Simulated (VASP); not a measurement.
# Ta (R-3m) in VASP: further runs

Runs on Ta. Level: PBE. Tasks: single point.

Everything below comes from runs of VASP 6.6.1. Logs are shortened: lines on timing, memory, paths and dates and some standing lists are left out, and cuts for length are marked.

### 1 The cell of the first run

It takes space group R-3m (No. 166, trigonal). Conventional cell: a = 4.647 Å, b = 4.647 Å, c = 2.889 Å, α = 90.00°, β = 90.00°, γ = 120.00°. Within 3.8 Å of Ta (site symmetry -3m) lie 14 Ta at 2.85 to 3.30 Å.

### 2 Single point, PBE (equal xy, yz and zx shear strains of +1 %)

INCAR reads:

```
SYSTEM = Ta
  PREC = Accurate
  ENCUT = 520
  EDIFF = 1E-6
  ISMEAR = -1
  SIGMA = 0.08
  LREAL = .False.
  LASPH = .True.
  NELM = 100
  ALGO = Normal
  ISIF = 2
  LWAVE = .False.
  LCHARG = .False.
  GGA = PE
  NBANDS = 12
```

KPOINTS reads:

```
regular mesh
0
Gamma
  17 17 17
  0 0 0
```

POSCAR reads:

```
Ta
1.0
   -1.6347672000      1.6512800000      1.6512800000
    1.6512800000     -1.6347672000      1.6512800000
    1.6512800000      1.6512800000     -1.6347672000
Ta
1
Direct
    0.0000000000      0.0000000000      0.0000000000
```

Potentials or basis: VASP PAW PBE potentials, release 64 (Ta_pv).

On the command line:

```
$ cat potpaw_PBE.64/Ta_pv/POTCAR > POTCAR
$ mpirun -np 1 vasp_std > vasp.out
```

OUTCAR:

```text
SYSTEM = Ta
   PREC = Accurate
   ENCUT = 520
   EDIFF = 1E-6
   ISMEAR = -1
   LREAL = .False.
   LASPH = .True.
   NELM = 100
   ISIF = 2
   GGA = PE

 ion  position               nearest neighbor table
   1  0.000  0.000  0.000-

  LATTYP: Found a trigonal (rhomboedric) cell.
 ALAT       =     2.8505990730
 COS(alpha) =    -0.3288480252

  Lattice vectors:

 A1 = (  -1.6347672000,   1.6512800000,   1.6512800000)
 A2 = (   1.6512800000,  -1.6347672000,   1.6512800000)
 A3 = (   1.6512800000,   1.6512800000,  -1.6347672000)

Analysis of symmetry for initial positions (statically):
=====================================================================
 Subroutine PRICEL returns:
 Original cell was already a primitive cell.

 Routine SETGRP: Setting up the symmetry group for a
 trigonal (rhombohedral) supercell.

 Subroutine GETGRP returns: Found 12 space group operations
 (whereof 12 operations were pure point group operations)
 out of a pool of 12 trial point group operations.

The static configuration has the point symmetry D_3d.

Analysis of symmetry for dynamics (positions and initial velocities):
=====================================================================
 Subroutine PRICEL returns:
 Original cell was already a primitive cell.

 Routine SETGRP: Setting up the symmetry group for a
 trigonal (rhombohedral) supercell.

 Subroutine GETGRP returns: Found 12 space group operations
 (whereof 12 operations were pure point group operations)
 out of a pool of 12 trial point group operations.

The dynamic configuration has the point symmetry D_3d.

 Subroutine INISYM returns: Found 12 space group operations
 (whereof 12 operations are pure point group operations),
 and found     1 'primitive' translations

----------------------------------------------------------------------------------------

                                     Primitive cell

  volume of cell :      18.0090

  direct lattice vectors                    reciprocal lattice vectors
    -1.634767200  1.651280000  1.651280000    -0.003013040  0.301303953  0.301303953
     1.651280000 -1.634767200  1.651280000     0.301303953 -0.003013040  0.301303953
     1.651280000  1.651280000 -1.634767200     0.301303953  0.301303953 -0.003013040

  length of vectors
     2.850599073  2.850599073  2.850599073     0.426118789  0.426118789  0.426118789

  position of ions in fractional coordinates (direct lattice)
     0.000000000  0.000000000  0.000000000

  ion indices of the primitive-cell ions
   primitive index   ion index
                 1           1

----------------------------------------------------------------------------------------

 KPOINTS: regular mesh

Automatic generation of k-mesh.
 Grid dimensions read from file:
 generate k-points for:   17   17   17

 Generating k-lattice:

  Cartesian coordinates                     Fractional coordinates (reciprocal lattice)
    -0.000177238  0.017723762  0.017723762     0.058823529  0.000000000  0.000000000
     0.017723762 -0.000177238  0.017723762     0.000000000  0.058823529  0.000000000
     0.017723762  0.017723762 -0.000177238     0.000000000  0.000000000  0.058823529

  Length of vectors
     0.025065811  0.025065811  0.025065811

  Shift w.r.t. Gamma in fractional coordinates (k-lattice)
     0.000000000  0.000000000  0.000000000

 Subroutine IBZKPT returns following result:
 ===========================================

 Found    489 irreducible k-points:

 Following reciprocal coordinates:
            Coordinates               Weight
  0.000000  0.000000  0.000000      1.000000
  0.058824 -0.000000 -0.000000      6.000000
  0.117647  0.000000  0.000000      6.000000
  0.176471 -0.000000 -0.000000      6.000000
  0.235294  0.000000  0.000000      6.000000
  0.294118 -0.000000 -0.000000      6.000000
[... 16 lines left out ...]
 -0.176471  0.058824 -0.000000     12.000000
 -0.117647  0.058824  0.000000     12.000000
 [... further k-points ...]
   k-points           NKPTS =    489   k-points in BZ     NKDIM =    489   number of bands    NBANDS=     12
   number of dos      NEDOS =    301   number of ions     NIONS =      1
   total plane-waves  NPLWV =  13824
   dimension x,y,z NGX =    24 NGY =   24 NGZ =   24
   dimension x,y,z NGXF=    48 NGYF=   48 NGZF=   48
   ions per type =               1
   NGX,Y,Z   is equivalent  to a cutoff of  14.00, 14.00, 14.00 a.u.
   NGXF,Y,Z  is equivalent  to a cutoff of  27.99, 27.99, 27.99 a.u.
 SYSTEM =  Ta
   PREC   = accura    normal or accurate (medium, high low for compatibility)
   ISTART =      0    job   : 0-new  1-cont  2-samecut
   ICHARG =      2    charge: 1-file 2-atom 10-const
   ISPIN  =      1    spin polarized calculation?
   LNONCOLLINEAR =      F non collinear calculations
   LSORBIT =      F    spin-orbit coupling
   LASPH  =      T    aspherical Exc in radial PAW
   ENCUT  =  520.0 eV  38.22 Ry    6.18 a.u.   5.30  5.30  5.30*2*pi/ulx,y,z
   NELM   =    100;   NELMIN=  2; NELMDL= -5     # of ELM steps
   EDIFF  = 0.1E-05   stopping-criterion for ELM
   LREAL  =      F    real-space projection
   EDIFFG = 0.1E-04   stopping-criterion for IOM
   NSW    =      0    number of steps for IOM
   IBRION =     -1    ionic relax: 0-MD 1-quasi-New 2-CG
   NFREE  =      0    steps in history (QN), initial steepest desc. (CG)
   ISIF   =      2    stress and relaxation
   ISYM   =      2    0-nonsym 1-usesym 2-fastsym
   POTIM  = 0.5000    time-step for ionic-motion
   TEBEG  =    0.0;   TEEND  =   0.0 temperature during run
   PSTRESS=    0.0 pullay stress
   NELECT =      11.0000    total number of electrons
   NUPDOWN=      -1.0000    fix difference up-down
   EMIN   =  10.00;   EMAX   =-10.00  energy-range for DOS
   EFERMI =   0.00;   METHOD = LEGACY
   ISMEAR =    -1;   SIGMA  =   0.08  broadening in eV -4-tet -1-fermi 0-gaus
   EFERMI_NEDOS =   21; number of points for ismear=-14 and -15
   IALGO  =     38    algorithm
   IMIX   =      4    mixing-type and parameters
     AMIX     =   0.40;   BMIX     =  1.00
     AMIX_MAG =   1.60;   BMIX_MAG =  1.00
  volume/ion in A,a.u.               =      18.01       121.53
  Fermi-wavevector in a.u.,A,eV,Ry     =   1.389022  2.624871 26.250842  1.929382
  Thomas-Fermi vector in A             =   2.513093
   LORBIT       =      0    0 simple, 1 ext, 2 COOP (PROOUT), +10 PAW based schemes
   GGA     = PE    functional components
   LHFCALC =     F    Hartree Fock is set to
   AEXX    =    0.0000 exact exchange contribution
   IVDW    =     0    specifies the selected vdW correction
   LEPSILON=     F    determine dielectric tensor
   LRPA    =     F    only Hartree local field effects (RPA)
 non-spin polarized calculation
  energy-cutoff  :      520.00
  volume of cell :       18.01
 maximum number of plane-waves:       494
 NGX is ok and might be reduce to    24
   NGX = 11   NGY = 11   NGZ = 11

 number of electron      11.0000002 magnetization

 Free energy of the ion-electron system (eV)
  ---------------------------------------------------
  ext. energy  EPLUGINS =         0.00000000
  ---------------------------------------------------
  free energy    TOTEN  =       -11.82294427 eV

  energy without entropy =      -11.79535495  energy(sigma->0) =      -11.80914961

 E-fermi :   5.4920     XC(G=0): -12.6184

 val. band max:        5.4909770046   @ k =  -0.2353  -0.4706   0.1765
 cond. band min:       5.4929152570   @ k =  -0.2353   0.0588   0.0000
 fundamental gap:      0.0019382523
 Fermi energy:         5.4919980844

 k-point     1 :       0.0000    0.0000    0.0000
  band No.  band energies     occupation
      1     -27.6106      2.00000
      2     -27.5670      2.00000
      3     -27.5670      2.00000
      4      -2.4292      2.00000
      5       6.1374      0.00063
      6       6.1374      0.00063
      7       6.3856      0.00003
      8       9.5036      0.00000
      9       9.5036      0.00000
     10      20.4062      0.00000
     11      20.4062      0.00000
     12      20.6886      0.00000

 k-point     2 :       0.0588   -0.0000   -0.0000
  band No.  band energies     occupation
      1     -27.6453      2.00000
      2     -27.5873      2.00000
      3     -27.5674      2.00000
      4      -2.2758      2.00000
      5       6.0398      0.00212
      6       6.1409      0.00060
      7       6.4939      0.00001
      8       9.3524      0.00000
      9       9.5065      0.00000
     10      20.1877      0.00000
     11      20.6073      0.00000
     12      20.8073      0.00000

 k-point     3 :       0.1176    0.0000    0.0000
  band No.  band energies     occupation
      1     -27.7598      2.00000
      2     -27.6291      2.00000
      3     -27.5684      2.00000
      4      -1.8333      2.00000
      5       5.7731      0.05781
      6       6.0246      0.00257
      7       6.9070      0.00000
      8       9.0547      0.00000
      9       9.5245      0.00000
     10      20.1873      0.00000
     11      21.0046      0.00000
     12      21.5856      0.00000
[... 286 lines left out ...]
 k-point    23 :      -0.1765    0.0588   -0.0000
  band No.  band energies     occupation
      1     -27.8640      2.00000
      2     -27.6613      2.00000
      3     -27.5831      2.00000
      4      -1.4064      2.00000
      5       5.6050      0.39155
      6       5.8525      0.02184
      7       7.3118      0.00000
      8       8.7953      0.00000
      9       9.5993      0.00000
     10      20.1869      0.00000
     11      21.2292      0.00000
     12      22.2864      0.00000

 k-point    24 :      -0.1176    0.0588    0.0000
  band No.  band energies     occupation
      1     -27.7080      2.00000
      2     -27.6233      2.00000
      3     -27.5801      2.00000
      4      -1.9708      2.00000
      5       5.9278      0.00858
      6       6.1215      0.00076
      7       6.6746      0.00000
      8       9.0627      0.00000
      9       9.5210      0.00000
     10      20.1875      0.00000
     11      20.7992      0.00000
     12      21.4046      0.00000

 [... further k-points ...]
[... 5 lines left out ...]
  --------------------------------------------------------------------------------------
  -------------------------------------------------------------------------------------
  Total        0.3686694      0.3686694      0.3686694     -0.0910816     -0.0910816     -0.0910816
  in kB       32.7988027     32.7988027     32.7988027     -8.1031073     -8.1031073     -8.1031073
  external PRESSURE =      32.7988027 kB  Pullay stress =       0.0000000 kB

 VOLUME and BASIS-vectors are now :
 -----------------------------------------------------------------------------
  energy-cutoff  :      520.00
  volume of cell :       18.01
      direct lattice vectors                 reciprocal lattice vectors
    -1.634767200  1.651280000  1.651280000    -0.003013040  0.301303953  0.301303953
     1.651280000 -1.634767200  1.651280000     0.301303953 -0.003013040  0.301303953
     1.651280000  1.651280000 -1.634767200     0.301303953  0.301303953 -0.003013040

 POSITION                                       TOTAL-FORCE (eV/Angst)
 -----------------------------------------------------------------------------------
      0.00000      0.00000      0.00000         0.000000     -0.000000      0.000000
 -----------------------------------------------------------------------------------
    total drift:                                0.000000      0.000000     -0.000000

  FREE ENERGIE OF THE ION-ELECTRON SYSTEM (eV)
  ---------------------------------------------------
  free  energy   TOTEN  =       -11.8229442739 eV

  energy  without entropy=      -11.7953549461  energy(sigma->0) =      -11.80914961
```

Wall time 44 s (1 thread of AMD EPYC 9R45 (Zen 5), shared host); peak memory 0.19 GiB.

What came out:

| Item | Value |
| --- | --- |
| Free energy | -11.8229 eV |
| Pressure | 3.3 GPa |

Stress tensor (GPa, compression positive):
```
 3.28 -0.81 -0.81
-0.81  3.28 -0.81
-0.81 -0.81  3.28
```

Caveat: the cell differs from its parent crystal (equal xy, yz and zx shear strains of +1 %); spin-orbit coupling is left out, which moves the levels of the heavy elements.

### 3 Single point, PBE (equal xy, yz and zx shear strains of +3 %)

INCAR reads:

```
SYSTEM = Ta
PREC = Accurate ; ENCUT = 520
EDIFF = 1E-6 ; ISMEAR = -1
SIGMA = 0.08 ; LREAL = .False.
LASPH = .True. ; NELM = 60
ALGO = Normal ; ISIF = 2
LWAVE = .False. ; LCHARG = .True.
GGA = PE ; LELF = .True.
LVHAR = .True. ; NBANDS = 12
```

KPOINTS reads:

```
Automatic mesh
0
Gamma
  17 17 17
  0 0 0
```

POSCAR reads:

```
Ta
1.0
   -1.6017416000      1.6512800000      1.6512800000
    1.6512800000     -1.6017416000      1.6512800000
    1.6512800000      1.6512800000     -1.6017416000
Ta
1
Direct
    0.0000000000      0.0000000000      0.0000000000
```

Potentials or basis: VASP PAW PBE potentials, release 64 (Ta_pv).

On the command line:

```
$ cat potpaw_PBE.64/Ta_pv/POTCAR > POTCAR
$ mpirun -np 1 vasp_std > vasp.out
```

It took 45 s on 1 thread of AMD EPYC 9R45 (Zen 5), shared host; peak memory 0.19 GiB.

The run converged. Its results:

| Property | Result |
| --- | --- |
| Free energy | -11.8119 eV |
| Pressure | 3.6 GPa |

Stress tensor (GPa, compression positive):
```
 3.63 -2.40 -2.40
-2.40  3.63 -2.40
-2.40 -2.40  3.63
```

Levels at points of the mesh, in eV from the Fermi level:
| k point | band 2 | band 3 | band 4 | band 5 | band 6 | band 7 | band 8 | band 9 | band 10 | band 11 |
| --- | --- | --- | --- | --- | --- | --- | --- | --- | --- | --- |
| (0.00, 0.00, 0.00) | -33.02 | -33.02 | -7.92 | 0.45 | 0.45 | 1.22 | 4.07 | 4.07 | 14.71 | 14.75 |

Caveat: the cell differs from its parent crystal (equal xy, yz and zx shear strains of +3 %); spin-orbit coupling is left out, which moves the levels of the heavy elements.
